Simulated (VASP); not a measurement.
# BSb2As3 (P6/mmm) in VASP: further runs

Runs on BSb2As3. Level: PBE. Tasks: single point, relaxation of cell and atoms.

Program: VASP 6.6.1. These are calculated values, not measurements. Logs are shortened: lines on timing, memory, paths and dates and some standing lists are left out, and cuts for length are marked.

**1. The cell of the first run**

It takes space group P6/mmm (No. 191, hexagonal). Conventional cell: a = 4.805 Å, b = 4.805 Å, c = 7.427 Å, α = 90.00°, β = 90.00°, γ = 120.00°. Within 2.8 Å of B (site symmetry 6/mmm) lie 2 Sb at 2.09 Å and 6 As at 2.40 Å. Within 2.8 Å of Sb (site symmetry 6mm) lie 1 B at 2.09 Å. Within 3.2 Å of As (site symmetry mmm) lie 4 As at 2.40 Å and 2 B at 2.40 Å and 4 Sb at 3.19 Å.

The cell was built from a structure type or drawn by symmetry, and may not be a known phase.

**2. Single point, PBE**

INCAR reads:

```
  ALGO = Normal
  EDIFF = 1E-7
  ENCUT = 520
  GGA = PE
  ISIF = 2
  ISMEAR = 0
  LASPH = True
  LCHARG = False
  LREAL = False
  LWAVE = False
  NBANDS = 23
  NELM = 100
  PREC = Accurate
  SIGMA = 0.1
```

KPOINTS reads:

```
k-points
0
Gamma
  6 6 4
```

POSCAR reads:

```
BSb2As3
1.0
    4.8046239300      0.0000000000      0.0000000000
   -2.4023119600      4.1609263800      0.0000000000
    0.0000000000      0.0000000000      7.4266718700
B Sb As
1 2 3
Direct
    0.0000000000      0.0000000000      0.5000000000
    0.0000000000      0.0000000000      0.2179178300
    0.0000000000      0.0000000000      0.7820821700
    0.5000000000      0.0000000000      0.5000000000
    0.0000000000      0.5000000000      0.5000000000
    0.5000000000      0.5000000000      0.5000000000
```

Potentials or basis: VASP PAW PBE potentials, release 64 (B, Sb, As).

Started as:

```bash
cat potpaw_PBE.64/B/POTCAR potpaw_PBE.64/Sb/POTCAR potpaw_PBE.64/As/POTCAR > POTCAR
mpirun -np 1 vasp_std > vasp.out
```

OUTCAR:

```text
EDIFF = 1E-7
   ENCUT = 520
   GGA = PE
   ISIF = 2
   ISMEAR = 0
   LASPH = True
   LREAL = False
   NELM = 100
   PREC = Accurate

 ion  position               nearest neighbor table
   1  0.000  0.000  0.500-   2 2.09   3 2.09   5 2.40   5 2.40   4 2.40   4 2.40   6 2.40   6 2.40

   2  0.000  0.000  0.218-   1 2.09   5 3.19   5 3.19   4 3.19   4 3.19   6 3.19   6 3.19   3 3.24

   3  0.000  0.000  0.782-   1 2.09   5 3.19   5 3.19   4 3.19   4 3.19   6 3.19   6 3.19   2 3.24

   4  0.500  0.000  0.500-   6 2.40   6 2.40   1 2.40   1 2.40   5 2.40   5 2.40   3 3.19   2 3.19
                             3 3.19   2 3.19
   5  0.000  0.500  0.500-   1 2.40   1 2.40   6 2.40   6 2.40   4 2.40   4 2.40   2 3.19   3 3.19
                             3 3.19   2 3.19
   6  0.500  0.500  0.500-   4 2.40   4 2.40   5 2.40   5 2.40   1 2.40   1 2.40   3 3.19   2 3.19
                             2 3.19   3 3.19

  LATTYP: Found a hexagonal cell.
 ALAT       =     4.8046239300
 C/A-ratio  =     1.5457342714

  Lattice vectors:

 A1 = (   4.8046239300,   0.0000000000,   0.0000000000)
 A2 = (  -2.4023119600,   4.1609263800,   0.0000000000)
 A3 = (   0.0000000000,   0.0000000000,   7.4266718700)

Analysis of symmetry for initial positions (statically):
=====================================================================
 Subroutine PRICEL returns:
 Original cell was already a primitive cell.

 Routine SETGRP: Setting up the symmetry group for a
 hexagonal supercell.

 Subroutine GETGRP returns: Found 24 space group operations
 (whereof 24 operations were pure point group operations)
 out of a pool of 24 trial point group operations.

The static configuration has the point symmetry D_6h.

Analysis of symmetry for dynamics (positions and initial velocities):
=====================================================================
 Subroutine PRICEL returns:
 Original cell was already a primitive cell.

 Routine SETGRP: Setting up the symmetry group for a
 hexagonal supercell.

 Subroutine GETGRP returns: Found 24 space group operations
 (whereof 24 operations were pure point group operations)
 out of a pool of 24 trial point group operations.

The dynamic configuration has the point symmetry D_6h.

 Subroutine INISYM returns: Found 24 space group operations
 (whereof 24 operations are pure point group operations),
 and found     1 'primitive' translations

----------------------------------------------------------------------------------------

                                     Primitive cell

  volume of cell :     148.4717

  direct lattice vectors                    reciprocal lattice vectors
     4.804623930  0.000000000  0.000000000     0.208132835  0.120165548  0.000000000
    -2.402311960  4.160926380  0.000000000     0.000000000  0.240331097  0.000000000
     0.000000000  0.000000000  7.426671870     0.000000000  0.000000000  0.134649816

  length of vectors
     4.804623930  4.804623928  7.426671870     0.240331097  0.240331097  0.134649816

  position of ions in fractional coordinates (direct lattice)
     0.000000000  0.000000000  0.500000000
     0.000000000  0.000000000  0.217917830
     0.000000000  0.000000000  0.782082170
     0.500000000  0.000000000  0.500000000
     0.000000000  0.500000000  0.500000000
     0.500000000  0.500000000  0.500000000

  ion indices of the primitive-cell ions
   primitive index   ion index
                 1           1
                 2           2
                 3           3
                 4           4
                 5           5
                 6           6

----------------------------------------------------------------------------------------

 KPOINTS: k-points

Automatic generation of k-mesh.
 Grid dimensions read from file:
 generate k-points for:    6    6    4

 Generating k-lattice:

  Cartesian coordinates                     Fractional coordinates (reciprocal lattice)
     0.034688806  0.020027591  0.000000000     0.166666667  0.000000000  0.000000000
     0.000000000  0.040055183  0.000000000     0.000000000  0.166666667  0.000000000
     0.000000000  0.000000000  0.033662454     0.000000000  0.000000000  0.250000000

  Length of vectors
     0.040055183  0.040055183  0.033662454

  Shift w.r.t. Gamma in fractional coordinates (k-lattice)
     0.000000000  0.000000000  0.000000000

 Subroutine IBZKPT returns following result:
 ===========================================

 Found     21 irreducible k-points:

 Following reciprocal coordinates:
            Coordinates               Weight
  0.000000  0.000000  0.000000      1.000000
  0.166667  0.000000  0.000000      6.000000
  0.333333 -0.000000  0.000000      6.000000
  0.500000  0.000000  0.000000      3.000000
  0.166667  0.166667  0.000000      6.000000
  0.333333  0.166667  0.000000     12.000000
[... 13 lines left out ...]
  0.333333  0.166667  0.500000     12.000000
  0.333333  0.333333  0.500000      2.000000
   k-points           NKPTS =     21   k-points in BZ     NKDIM =     21   number of bands    NBANDS=     23
   number of dos      NEDOS =    301   number of ions     NIONS =      6
   total plane-waves  NPLWV =  72576
   dimension x,y,z NGX =    36 NGY =   36 NGZ =   56
   dimension x,y,z NGXF=    72 NGYF=   72 NGZF=  112
   ions per type =               1   2   3
   NGX,Y,Z   is equivalent  to a cutoff of  12.46, 12.46, 12.54 a.u.
   NGXF,Y,Z  is equivalent  to a cutoff of  24.91, 24.91, 25.07 a.u.
 SYSTEM =  unknown system
   PREC   = accura    normal or accurate (medium, high low for compatibility)
   ISTART =      0    job   : 0-new  1-cont  2-samecut
   ICHARG =      2    charge: 1-file 2-atom 10-const
   ISPIN  =      1    spin polarized calculation?
   LNONCOLLINEAR =      F non collinear calculations
   LSORBIT =      F    spin-orbit coupling
   LASPH  =      T    aspherical Exc in radial PAW
   ENCUT  =  520.0 eV  38.22 Ry    6.18 a.u.   8.93  8.93 13.81*2*pi/ulx,y,z
   NELM   =    100;   NELMIN=  2; NELMDL= -5     # of ELM steps
   EDIFF  = 0.1E-06   stopping-criterion for ELM
   LREAL  =      F    real-space projection
   EDIFFG = 0.1E-05   stopping-criterion for IOM
   NSW    =      0    number of steps for IOM
   IBRION =     -1    ionic relax: 0-MD 1-quasi-New 2-CG
   NFREE  =      0    steps in history (QN), initial steepest desc. (CG)
   ISIF   =      2    stress and relaxation
   ISYM   =      2    0-nonsym 1-usesym 2-fastsym
   POTIM  = 0.5000    time-step for ionic-motion
   TEBEG  =    0.0;   TEEND  =   0.0 temperature during run
   PSTRESS=    0.0 pullay stress
   NELECT =      28.0000    total number of electrons
   NUPDOWN=      -1.0000    fix difference up-down
   EMIN   =  10.00;   EMAX   =-10.00  energy-range for DOS
   EFERMI =   0.00;   METHOD = LEGACY
   ISMEAR =     0;   SIGMA  =   0.10  broadening in eV -4-tet -1-fermi 0-gaus
   EFERMI_NEDOS =   21; number of points for ismear=-14 and -15
   IALGO  =     38    algorithm
   IMIX   =      4    mixing-type and parameters
     AMIX     =   0.40;   BMIX     =  1.00
     AMIX_MAG =   1.60;   BMIX_MAG =  1.00
  volume/ion in A,a.u.               =      24.75       166.99
  Fermi-wavevector in a.u.,A,eV,Ry     =   0.938814  1.774101 11.991794  0.881372
  Thomas-Fermi vector in A             =   2.066064
   LORBIT       =      0    0 simple, 1 ext, 2 COOP (PROOUT), +10 PAW based schemes
   GGA     = PE    functional components
   LHFCALC =     F    Hartree Fock is set to
   AEXX    =    0.0000 exact exchange contribution
   IVDW    =     0    specifies the selected vdW correction
   LEPSILON=     F    determine dielectric tensor
   LRPA    =     F    only Hartree local field effects (RPA)
 non-spin polarized calculation
 Gauss-broadening in eV      SIGMA  =   0.10
  energy-cutoff  :      520.00
  volume of cell :      148.47
 maximum number of plane-waves:      4026
 NGX is ok and might be reduce to    36
   NGX = 17   NGY = 17   NGZ = 27

 number of electron      27.9999995 magnetization

 Free energy of the ion-electron system (eV)
  ---------------------------------------------------
  ext. energy  EPLUGINS =         0.00000000
  ---------------------------------------------------
  free energy    TOTEN  =       -20.58208695 eV

  energy without entropy =      -20.56398258  energy(sigma->0) =      -20.57303476

 E-fermi :   5.0425     XC(G=0):  -8.9375

 val. band max:        5.0218035969   @ k =   0.1667   0.1667   0.0000
 cond. band min:       5.0863516360   @ k =   0.1667   0.0000   0.2500
 fundamental gap:      0.0645480390
 Fermi energy:         5.0424968348

 k-point     1 :       0.0000    0.0000    0.0000
  band No.  band energies     occupation
      1     -11.8741      2.00000
      2      -5.3372      2.00000
      3      -4.7597      2.00000
      4      -3.7107      2.00000
      5      -3.7107      2.00000
      6      -3.6241      2.00000
[... 15 lines left out ...]
     22      10.2644      0.00000
     23      11.9474      0.00000

 k-point     2 :       0.1667    0.0000    0.0000
  band No.  band energies     occupation
      1     -11.6449      2.00000
      2      -6.0773      2.00000
      3      -5.2124      2.00000
      4      -5.0343      2.00000
      5      -4.5232      2.00000
      6      -2.8375      2.00000
[... 15 lines left out ...]
     22      10.4937      0.00000
     23      11.1477      0.00000

 k-point     3 :       0.3333   -0.0000    0.0000
  band No.  band energies     occupation
      1     -10.9644      2.00000
      2      -8.1072      2.00000
      3      -5.5146      2.00000
      4      -5.2130      2.00000
      5      -4.9241      2.00000
      6      -2.5331      2.00000
[... 15 lines left out ...]
     22      11.2049      0.00000
     23      11.3939      0.00000

 k-point     4 :       0.5000    0.0000    0.0000
  band No.  band energies     occupation
      1     -10.0881      2.00000
      2      -9.4422      2.00000
      3      -5.6940      2.00000
      4      -5.4475      2.00000
      5      -4.7527      2.00000
      6      -2.4017      2.00000
[... 15 lines left out ...]
     22       9.4196      0.00000
     23      11.3435      0.00000

 k-point     5 :       0.1667    0.1667    0.0000
  band No.  band energies     occupation
      1     -11.1890      2.00000
      2      -7.1981      2.00000
      3      -6.6800      2.00000
      4      -5.0030      2.00000
      5      -3.8221      2.00000
      6      -2.3084      2.00000
[... 15 lines left out ...]
     22      10.6537      0.00000
     23      10.7170      0.00000

 k-point     6 :       0.3333    0.1667    0.0000
  band No.  band energies     occupation
      1     -10.3050      2.00000
      2      -8.8137      2.00000
      3      -7.2956      2.00000
      4      -4.7580      2.00000
      5      -3.7605      2.00000
      6      -2.0714      2.00000
[... 15 lines left out ...]
     22      10.3234      0.00000
     23      10.3979      0.00000

 k-point     7 :       0.3333    0.3333    0.0000
  band No.  band energies     occupation
      1      -9.3676      2.00000
      2      -9.3676      2.00000
      3      -8.3555      2.00000
      4      -4.6707      2.00000
      5      -3.2128      2.00000
      6      -0.4914      2.00000
[... 275 lines left out ...]
     22      10.7262      0.00000
     23      11.3327      0.00000

 k-point    18 :       0.5000    0.0000    0.5000
  band No.  band energies     occupation
      1     -10.0873      2.00000
      2      -9.4296      2.00000
      3      -5.5827      2.00000
      4      -5.4449      2.00000
      5      -5.2104      2.00000
      6      -0.9996      2.00000
[... 15 lines left out ...]
     22      10.5781      0.00000
     23      11.2019      0.00000

 k-point    19 :       0.1667    0.1667    0.5000
  band No.  band energies     occupation
      1     -11.1849      2.00000
      2      -7.1973      2.00000
      3      -6.6208      2.00000
      4      -5.4277      2.00000
      5      -3.4288      2.00000
      6      -2.3021      2.00000
[... 15 lines left out ...]
     22      10.2463      0.00000
     23      10.4007      0.00000

 k-point    20 :       0.3333    0.1667    0.5000
  band No.  band energies     occupation
      1     -10.3016      2.00000
      2      -8.8057      2.00000
      3      -7.2628      2.00000
      4      -5.2144      2.00000
      5      -3.4520      2.00000
      6      -1.1465      2.00000
[... 15 lines left out ...]
     22      10.2542      0.00000
     23      11.0849      0.00000

 k-point    21 :       0.3333    0.3333    0.5000
  band No.  band energies     occupation
      1      -9.3668      2.00000
      2      -9.3668      2.00000
      3      -8.3207      2.00000
      4      -5.1394      2.00000
      5      -2.3968      2.00000
      6      -0.0828      2.00000
[... 15 lines left out ...]
     22       8.5997      0.00000
     23      10.0207      0.00000

------------------------ aborting loop because EDIFF is reached ----------------------------------------

  FORCE on cell =-STRESS in cart. coord.  units (eV):
  Direction    XX          YY          ZZ          XY          YZ          ZX
  --------------------------------------------------------------------------------------
  -------------------------------------------------------------------------------------
  Total       21.5445824     21.5445824     11.0782030      0.0000000     -0.0000000     -0.0000000
  in kB      232.4903838    232.4903839    119.5463260      0.0000003     -0.0000000     -0.0000000
  external PRESSURE =     194.8423646 kB  Pullay stress =       0.0000000 kB

 VOLUME and BASIS-vectors are now :
 -----------------------------------------------------------------------------
  energy-cutoff  :      520.00
  volume of cell :      148.47
      direct lattice vectors                 reciprocal lattice vectors
     4.804623930  0.000000000  0.000000000     0.208132835  0.120165548  0.000000000
    -2.402311960  4.160926380  0.000000000     0.000000000  0.240331097  0.000000000
     0.000000000  0.000000000  7.426671870     0.000000000  0.000000000  0.134649816

 POSITION                                       TOTAL-FORCE (eV/Angst)
 -----------------------------------------------------------------------------------
      0.00000      0.00000      3.71334         0.000000     -0.000000      0.000000
      0.00000      0.00000      1.61840         0.000000     -0.000000     -2.028368
      0.00000      0.00000      5.80827        -0.000000      0.000000      2.028368
      2.40231      0.00000      3.71334         0.000000     -0.000000      0.000000
     -1.20116      2.08046      3.71334         0.000000     -0.000000      0.000000
      1.20116      2.08046      3.71334         0.000000     -0.000000      0.000000
 -----------------------------------------------------------------------------------
    total drift:                               -0.000000     -0.000000      0.000000

  FREE ENERGIE OF THE ION-ELECTRON SYSTEM (eV)
  ---------------------------------------------------
  free  energy   TOTEN  =       -20.5820869476 eV

  energy  without entropy=      -20.5639825807  energy(sigma->0) =      -20.57303476
```

Run time: 65 s. Hardware: 1 thread of Intel Xeon Platinum 8488C (Sapphire Rapids), shared host; peak memory 0.27 GiB.

Results:

```
Free energy            : -20.5821 eV
Pressure               : 19.5 GPa
Largest force          : 2.028 eV/Å
Band gap on the k mesh : zero (bands 14 and 15 overlap by 1.97 eV)
```

Forces in eV/Å, atoms in the order of the input:
```
B    0.000  0.000  0.000
Sb   0.000  0.000 -2.028
Sb   0.000  0.000  2.028
As   0.000  0.000  0.000
As   0.000  0.000  0.000
As   0.000  0.000  0.000
```

Caveat: the cell stands under pressure; spin-orbit coupling is left out, which moves the levels of the heavy elements; forces of over 1 eV/Å act on the atoms, so gaps and moduli don't describe the material at rest.

(Part 1 of 2 ends here.)
